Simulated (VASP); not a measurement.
# TiO2 (P2_1/c) in VASP: a series of runs

Runs on TiO2. Level: PBEsol. Tasks: single point.

All numbers are computed with VASP 6.6.1; they aren't measurements. Logs are shortened: lines on timing, memory, paths and dates and some standing lists are left out, and cuts for length are marked.

## (1) The cell of the first run

It takes space group P2_1/c (No. 14, monoclinic). Conventional cell: a = 2.941 Å, b = 4.591 Å, c = 5.266 Å, α = 90.00°, β = 119.55°, γ = 90.00°. Ti (site symmetry -1) has 6 O at 1.89 to 1.99 Å within 2.5 Å. O (site symmetry 1) has 3 Ti at 1.89 to 1.99 Å and 11 O at 2.54 to 2.94 Å within 3.0 Å.

## (2) Single point, PBEsol (strain +0.0750 x Voigt [0, 0, 0, 1, 0, 0])

INCAR reads:

```
SYSTEM = TiO2
ALGO     = Normal         ! electronic algorithm
EDIFF    = 1E-6           ! SCF threshold, eV
ENCUT    = 520            ! plane-wave cutoff, eV
GGA      = PS             ! functional
ISIF     = 2              ! what is computed and relaxed
ISMEAR   = 0              ! smearing method
LASPH    = .TRUE.         ! aspherical terms in the spheres
LCHARG   = .TRUE.         ! write CHGCAR
LELF     = .TRUE.         ! ELF
LREAL    = .FALSE.        ! projectors in reciprocal space
LVHAR    = .TRUE.       
LWAVE    = .FALSE.        ! write WAVECAR
NBANDS   = 33             ! bands
NELM     = 100            ! most SCF steps
PREC     = Accurate       ! precision mode
SIGMA    = 0.05           ! smearing width, eV
```

KPOINTS reads:

```
k-points
0
G
  6 6 10
  0 0 0
```

POSCAR reads:

```
TiO2
1.0
    4.5912476203      0.0000000000      0.0000000000
    0.0000000000      4.5912476203      0.1721717858
    0.0000000000      0.1102122757      2.9389940195
Ti O
2 4
Direct
    0.0000000000      0.0000000000      0.0000000000
    0.5000000000      0.5000000000      0.5000000000
    0.3044387440      0.3044387440      0.0000000000
    0.1955612560      0.8044387440      0.5000000000
    0.6955612560      0.6955612560      0.0000000000
    0.8044387440      0.1955612560      0.5000000000
```

Potentials or basis: VASP PAW PBE potentials, release 64 (Ti_sv, O).

On the command line:

```console
$ cat potpaw_PBE.64/Ti_sv/POTCAR potpaw_PBE.64/O/POTCAR > POTCAR
$ mpirun -np 1 vasp_std > vasp.out
```

OUTCAR:

```text
SYSTEM = TiO2
   EDIFF = 1E-6
   ENCUT = 520
   GGA = PS
   ISIF = 2
   ISMEAR = 0
   LASPH = .TRUE.
   LREAL = .FALSE.
   NELM = 100
   PREC = Accurate

 ion  position               nearest neighbor table
   1  0.000  0.000  0.000-   4 1.89   6 1.89   5 1.98   3 1.98   4 1.99   6 1.99
   2  0.500  0.500  0.500-   3 1.89   5 1.89   6 1.98   4 1.98   3 1.99   5 1.99
   3  0.304  0.304  0.000-   2 1.89   1 1.98   2 1.99
   4  0.196  0.804  0.500-   1 1.89   2 1.98   1 1.99
   5  0.696  0.696  0.000-   2 1.89   1 1.98   2 1.99
   6  0.804  0.196  0.500-   1 1.89   2 1.98   1 1.99

  LATTYP: Found a simple monoclinic cell.
 ALAT       =     2.9410597737
 B/A-ratio  =     1.5610861300
 C/A-ratio  =     1.5621833831
 COS(beta)  =    -0.0748946794

  Lattice vectors:

 A1 = (   0.0000000000,   0.1102122757,   2.9389940195)
 A2 = (  -4.5912476203,   0.0000000000,   0.0000000000)
 A3 = (   0.0000000000,  -4.5912476203,  -0.1721717858)

Analysis of symmetry for initial positions (statically):
=====================================================================
 Subroutine PRICEL returns:
 Original cell was already a primitive cell.

 Routine SETGRP: Setting up the symmetry group for a
 simple monoclinic supercell.

 Subroutine GETGRP returns: Found  4 space group operations
 (whereof  2 operations were pure point group operations)
 out of a pool of  4 trial point group operations.

The static configuration has the point symmetry S_2 .
 The point group associated with its full space group is C_2h.

Analysis of symmetry for dynamics (positions and initial velocities):
=====================================================================
 Subroutine PRICEL returns:
 Original cell was already a primitive cell.

 Routine SETGRP: Setting up the symmetry group for a
 simple monoclinic supercell.

 Subroutine GETGRP returns: Found  4 space group operations
 (whereof  2 operations were pure point group operations)
 out of a pool of  4 trial point group operations.

The dynamic configuration has the point symmetry S_2 .
 The point group associated with its full space group is C_2h.

 Subroutine INISYM returns: Found  4 space group operations
 (whereof  2 operations are pure point group operations),
 and found     1 'primitive' translations

----------------------------------------------------------------------------------------

                                     Primitive cell

  volume of cell :      61.8656

  direct lattice vectors                    reciprocal lattice vectors
     4.591247620  0.000000000  0.000000000     0.217805721  0.000000000  0.000000000
     0.000000000  4.591247620  0.172171786     0.000000000  0.218112442 -0.008179217
     0.000000000  0.110212276  2.938994019     0.000000000 -0.012777436  0.340731633

  length of vectors
     4.591247620  4.594474707  2.941059774     0.217805721  0.218265748  0.340971125

  position of ions in fractional coordinates (direct lattice)
     0.000000000  0.000000000  0.000000000
     0.500000000  0.500000000  0.500000000
     0.304438744  0.304438744  0.000000000
     0.195561256  0.804438744  0.500000000
     0.695561256  0.695561256  0.000000000
     0.804438744  0.195561256  0.500000000

  ion indices of the primitive-cell ions
   primitive index   ion index
                 1           1
                 2           2
                 3           3
                 4           4
                 5           5
                 6           6

----------------------------------------------------------------------------------------

 KPOINTS: k-points

Automatic generation of k-mesh.
 Grid dimensions read from file:
 generate k-points for:    6    6   10

 Generating k-lattice:

  Cartesian coordinates                     Fractional coordinates (reciprocal lattice)
     0.036300954  0.000000000  0.000000000     0.166666667  0.000000000  0.000000000
     0.000000000  0.036352074 -0.001363203     0.000000000  0.166666667 -0.000000000
     0.000000000 -0.001277744  0.034073163     0.000000000  0.000000000  0.100000000

  Length of vectors
     0.036300954  0.036377625  0.034097113

  Shift w.r.t. Gamma in fractional coordinates (k-lattice)
     0.000000000  0.000000000  0.000000000

 Subroutine IBZKPT returns following result:
 ===========================================

 Found    128 irreducible k-points:

 Following reciprocal coordinates:
            Coordinates               Weight
  0.000000  0.000000  0.000000      1.000000
  0.166667  0.000000  0.000000      2.000000
  0.333333  0.000000  0.000000      2.000000
  0.500000  0.000000  0.000000      1.000000
  0.000000  0.166667  0.000000      2.000000
  0.166667  0.166667  0.000000      4.000000
[... 16 lines left out ...]
  0.333333  0.166667  0.100000      4.000000
  0.500000  0.166667  0.100000      2.000000
 [... further k-points ...]
   k-points           NKPTS =    128   k-points in BZ     NKDIM =    128   number of bands    NBANDS=     33
   number of dos      NEDOS =    301   number of ions     NIONS =      6
   total plane-waves  NPLWV =  31104
   dimension x,y,z NGX =    36 NGY =   36 NGZ =   24
   dimension x,y,z NGXF=    72 NGYF=   72 NGZF=   48
   ions per type =               2   4
   NGX,Y,Z   is equivalent  to a cutoff of  13.04, 13.03, 13.57 a.u.
   NGXF,Y,Z  is equivalent  to a cutoff of  26.07, 26.05, 27.13 a.u.
 SYSTEM =  TiO2
   PREC   = accura    normal or accurate (medium, high low for compatibility)
   ISTART =      0    job   : 0-new  1-cont  2-samecut
   ICHARG =      2    charge: 1-file 2-atom 10-const
   ISPIN  =      1    spin polarized calculation?
   LNONCOLLINEAR =      F non collinear calculations
   LSORBIT =      F    spin-orbit coupling
   LASPH  =      T    aspherical Exc in radial PAW
   ENCUT  =  520.0 eV  38.22 Ry    6.18 a.u.   8.54  8.54  5.47*2*pi/ulx,y,z
   NELM   =    100;   NELMIN=  2; NELMDL= -5     # of ELM steps
   EDIFF  = 0.1E-05   stopping-criterion for ELM
   LREAL  =      F    real-space projection
   EDIFFG = 0.1E-04   stopping-criterion for IOM
   NSW    =      0    number of steps for IOM
   IBRION =     -1    ionic relax: 0-MD 1-quasi-New 2-CG
   NFREE  =      0    steps in history (QN), initial steepest desc. (CG)
   ISIF   =      2    stress and relaxation
   ISYM   =      2    0-nonsym 1-usesym 2-fastsym
   POTIM  = 0.5000    time-step for ionic-motion
   TEBEG  =    0.0;   TEEND  =   0.0 temperature during run
   PSTRESS=    0.0 pullay stress
   NELECT =      48.0000    total number of electrons
   NUPDOWN=      -1.0000    fix difference up-down
   EMIN   =  10.00;   EMAX   =-10.00  energy-range for DOS
   EFERMI =   0.00;   METHOD = LEGACY
   ISMEAR =     0;   SIGMA  =   0.05  broadening in eV -4-tet -1-fermi 0-gaus
   EFERMI_NEDOS =   21; number of points for ismear=-14 and -15
   IALGO  =     38    algorithm
   IMIX   =      4    mixing-type and parameters
     AMIX     =   0.40;   BMIX     =  1.00
     AMIX_MAG =   1.60;   BMIX_MAG =  1.00
  volume/ion in A,a.u.               =      10.31        69.58
  Fermi-wavevector in a.u.,A,eV,Ry     =   1.504315  2.842744 30.789508  2.262965
  Thomas-Fermi vector in A             =   2.615311
   LORBIT       =      0    0 simple, 1 ext, 2 COOP (PROOUT), +10 PAW based schemes
   GGA     = PS    functional components
   LHFCALC =     F    Hartree Fock is set to
   AEXX    =    0.0000 exact exchange contribution
   IVDW    =     0    specifies the selected vdW correction
   LEPSILON=     F    determine dielectric tensor
   LRPA    =     F    only Hartree local field effects (RPA)
 non-spin polarized calculation
 Gauss-broadening in eV      SIGMA  =   0.05
  energy-cutoff  :      520.00
  volume of cell :       61.87
 maximum number of plane-waves:      1685
 NGX is ok and might be reduce to    36
   NGX = 17   NGY = 17   NGZ = 11

 number of electron      48.0000018 magnetization

 Free energy of the ion-electron system (eV)
  ---------------------------------------------------
  ext. energy  EPLUGINS =         0.00000000
  ---------------------------------------------------
  free energy    TOTEN  =       -55.93661999 eV

  energy without entropy =      -55.93661999  energy(sigma->0) =      -55.93661999

 E-fermi :   5.0778     XC(G=0): -11.7480

 val. band max:        4.8196636966   @ k =   0.0000   0.0000   0.0000
 cond. band min:       6.6228319347   @ k =   0.0000   0.5000   0.5000
 fundamental gap:      1.8031682381
 Fermi energy:         5.0778305752

 k-point     1 :       0.0000    0.0000    0.0000
  band No.  band energies     occupation
      1     -51.7856      2.00000
      2     -51.7666      2.00000
      3     -28.2267      2.00000
      4     -28.2252      2.00000
      5     -28.0440      2.00000
      6     -28.0438      2.00000
[... 25 lines left out ...]
     32      11.4618      0.00000
     33      11.6123      0.00000

 k-point     2 :       0.1667    0.0000    0.0000
  band No.  band energies     occupation
      1     -51.7844      2.00000
      2     -51.7679      2.00000
      3     -28.2162      2.00000
      4     -28.2157      2.00000
      5     -28.0552      2.00000
      6     -28.0548      2.00000
[... 25 lines left out ...]
     32      11.3836      0.00000
     33      11.5249      0.00000

 k-point     3 :       0.3333    0.0000    0.0000
  band No.  band energies     occupation
      1     -51.7809      2.00000
      2     -51.7714      2.00000
      3     -28.1905      2.00000
      4     -28.1893      2.00000
      5     -28.0840      2.00000
      6     -28.0824      2.00000
[... 25 lines left out ...]
     32      11.1644      0.00000
     33      11.3704      0.00000

 k-point     4 :       0.5000    0.0000    0.0000
  band No.  band energies     occupation
      1     -51.7761      2.00000
      2     -51.7761      2.00000
      3     -28.1692      2.00000
      4     -28.1692      2.00000
      5     -28.1050      2.00000
      6     -28.1050      2.00000
[... 673 lines left out ...]
     32      10.9343      0.00000
     33      11.4089      0.00000

 k-point    23 :       0.3333    0.1667    0.1000
  band No.  band energies     occupation
      1     -51.7760      2.00000
      2     -51.7677      2.00000
      3     -28.2055      2.00000
      4     -28.1602      2.00000
      5     -28.1075      2.00000
      6     -28.0586      2.00000
[... 25 lines left out ...]
     32      10.7323      0.00000
     33      11.4193      0.00000

 k-point    24 :       0.5000    0.1667    0.1000
  band No.  band energies     occupation
      1     -51.7718      2.00000
      2     -51.7718      2.00000
      3     -28.1782      2.00000
      4     -28.1782      2.00000
      5     -28.0895      2.00000
      6     -28.0895      2.00000
[... 25 lines left out ...]
     32      10.5612      0.00000
     33      11.5113      0.00000

 [... further k-points ...]

------------------------ aborting loop because EDIFF is reached ----------------------------------------

  FORCE on cell =-STRESS in cart. coord.  units (eV):
  Direction    XX          YY          ZZ          XY          YZ          ZX
  --------------------------------------------------------------------------------------
  -------------------------------------------------------------------------------------
  Total        0.5949805      0.7182477      0.9742456      0.0000000     -4.2880700      0.0000000
  in kB       15.4086420     18.6009807     25.2307435      0.0000000   -111.0512555      0.0000000
  external PRESSURE =      19.7467887 kB  Pullay stress =       0.0000000 kB

 VOLUME and BASIS-vectors are now :
 -----------------------------------------------------------------------------
  energy-cutoff  :      520.00
  volume of cell :       61.87
      direct lattice vectors                 reciprocal lattice vectors
     4.591247620  0.000000000  0.000000000     0.217805721  0.000000000  0.000000000
     0.000000000  4.591247620  0.172171786     0.000000000  0.218112442 -0.008179217
     0.000000000  0.110212276  2.938994019     0.000000000 -0.012777436  0.340731633

 POSITION                                       TOTAL-FORCE (eV/Angst)
 -----------------------------------------------------------------------------------
      0.00000      0.00000      0.00000         0.000000      0.000000      0.000000
      2.29562      2.35073      1.55558         0.000000      0.000000      0.000000
      1.39775      1.39775      0.05242        -0.087765     -0.090556      0.437291
      0.89787      3.74848      1.60800         0.087765     -0.090556      0.437291
      3.19349      3.19349      0.11976         0.087765      0.090556     -0.437291
      3.69338      0.95298      1.50317        -0.087765      0.090556     -0.437291
 -----------------------------------------------------------------------------------
    total drift:                                0.000000      0.000000      0.000000

  FREE ENERGIE OF THE ION-ELECTRON SYSTEM (eV)
  ---------------------------------------------------
  free  energy   TOTEN  =       -55.9366199882 eV

  energy  without entropy=      -55.9366199882  energy(sigma->0) =      -55.93661999
```

It took 94 s on 1 thread of Intel Xeon 6975P-C (Granite Rapids), shared host; peak memory 0.32 GiB.

What came out:

| Property | Result |
| --- | --- |
| Free energy | -55.9366 eV |
| Pressure | 2.0 GPa |
| Largest force | 0.455 eV/Å |
| Band gap on the k mesh | 1.80 eV (least direct gap 1.85 eV) |

Forces in eV/Å, atoms in the order of the input:
```
Ti   0.000  0.000  0.000
Ti   0.000  0.000  0.000
O   -0.088 -0.091  0.437
O    0.088 -0.091  0.437
O    0.088  0.091 -0.437
O   -0.088  0.091 -0.437
```

Stress tensor (GPa, compression positive):
```
  1.54   0.00   0.00
  0.00   1.86 -11.11
  0.00 -11.11   2.52
```

Caveat: the cell differs from its parent crystal (strain +0.0750 x Voigt [0, 0, 0, 1, 0, 0]); the PAW data sets were made with another functional, which shifts forces and pressure a little. A k mesh can miss the band edges.

## (3) Single point, PBEsol (strain -0.0500 x Voigt [0, 0, 0, 1, 0, 0])

INCAR reads:

```
SYSTEM = TiO2
PREC = Accurate ; ENCUT = 520
EDIFF = 1E-7 ; ISMEAR = 0
SIGMA = 0.05 ; LREAL = .FALSE.
LASPH = .TRUE. ; NELM = 60
ALGO = Normal ; ISIF = 2
LWAVE = .FALSE. ; LCHARG = .TRUE.
GGA = PS ; LELF = .TRUE.
LVHAR = .TRUE. ; NBANDS = 33
```

KPOINTS reads:

```
regular mesh
0
G
  6 6 10
  0 0 0
```

POSCAR: that of step 2 with these lines changed.

```diff
@@ -3,4 +3,4 @@
     4.5912476203      0.0000000000      0.0000000000
-    0.0000000000      4.5912476203      0.1721717858
-    0.0000000000      0.1102122757      2.9389940195
+    0.0000000000      4.5912476203     -0.1147811905
+    0.0000000000     -0.0734748505      2.9389940195
 Ti O
```

Potentials or basis: VASP PAW PBE potentials, release 64 (Ti_sv, O).

On the command line:

```console
$ cat potpaw_PBE.64/Ti_sv/POTCAR potpaw_PBE.64/O/POTCAR > POTCAR
$ mpirun -np 1 vasp_std > vasp.out
```

It took 1.7 min on 1 thread of Intel Xeon 6975P-C (Granite Rapids), shared host; peak memory 0.32 GiB.

The run converged. Its results:

```yaml
Free_energy: -56.0266 eV
Pressure: 1.2 GPa
Largest_force: 0.296 eV/Å
Band_gap_on_the_k_mesh: 1.82 eV (least direct gap 1.85 eV)
```

Forces on the atoms (eV/Å):
```
Ti   0.000  0.000  0.000
Ti   0.000  0.000  0.000
O   -0.049 -0.050 -0.287
O    0.049 -0.050 -0.287
O    0.049  0.050  0.287
O   -0.049  0.050  0.287
```

Stress tensor (GPa, compression positive):
```
0.99 0.00 0.00
0.00 1.14 7.39
0.00 7.39 1.60
```

Levels at points of the mesh, in eV from the valence-band top:
```tsv
k point	band 21	band 22	band 23	band 24	band 25	band 26	band 27	band 28
(0.00, 0.00, 0.00)	-0.74	-0.45	-0.38	0.00	1.85	2.12	2.42	2.52
(0.50, 0.00, 0.00)	-1.63	-1.63	-0.74	-0.74	2.54	2.54	3.04	3.04
(0.00, 0.50, 0.00)	-1.62	-1.62	-0.76	-0.76	2.53	2.53	3.05	3.05
(0.50, 0.50, 0.00)	-1.31	-1.31	-1.05	-1.05	1.88	1.88	2.54	2.54
(0.00, 0.00, 0.50)	-2.42	-2.42	-1.43	-1.43	2.98	2.98	3.25	3.25
(0.50, 0.00, 0.50)	-2.08	-2.08	-1.06	-1.06	1.89	1.89	3.26	3.26
(0.00, 0.50, 0.50)	-2.21	-1.95	-1.23	-0.87	1.82	1.96	3.21	3.32
(0.50, 0.50, 0.50)	-1.33	-1.33	-0.64	-0.64	2.59	2.59	3.24	3.24
```

Caveat: the cell differs from its parent crystal (strain -0.0500 x Voigt [0, 0, 0, 1, 0, 0]); the PAW data sets were made with another functional, which shifts forces and pressure a little.
